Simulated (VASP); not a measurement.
A run of VASP 6.6.1 is set up as follows.

INCAR

```
PREC     = Accurate       # precision mode
ENCUT    = 520            # plane-wave cutoff, eV
EDIFF    = 1E-6           # SCF threshold, eV
ISMEAR   = 0              # smearing method
SIGMA    = 0.15           # smearing width, eV
LREAL    = F              # projectors in reciprocal space
LASPH    = T              # aspherical terms in the spheres
NELM     = 80             # most SCF steps
ALGO     = Fast           # electronic algorithm
ISIF     = 2              # what is computed and relaxed
LWAVE    = F              # write WAVECAR
LCHARG   = F              # write CHGCAR
GGA      = PE             # functional
NBANDS   = 10             # bands
```

The input KPOINTS:

```
regular mesh
0
Gamma
  10 10 10
```

Contents of POSCAR:

```
Re
1.0
    0.0000000000      2.1815254914      1.6018941683
    2.1815254914      0.0000000000      1.6018941683
    2.1815254914      2.1815254914      0.0000000000
Re
1
Direct
    0.0000000000      0.0000000000      0.0000000000
```

Potentials or basis: VASP PAW PBE potentials, release 64 (Re).

The run is started by

```bash
$ cat potpaw_PBE.64/Re/POTCAR > POTCAR
$ mpirun -np 1 vasp_std > vasp.out
```

(1) Estimate the pressure.

Answers

(1) -4.2 GPa.
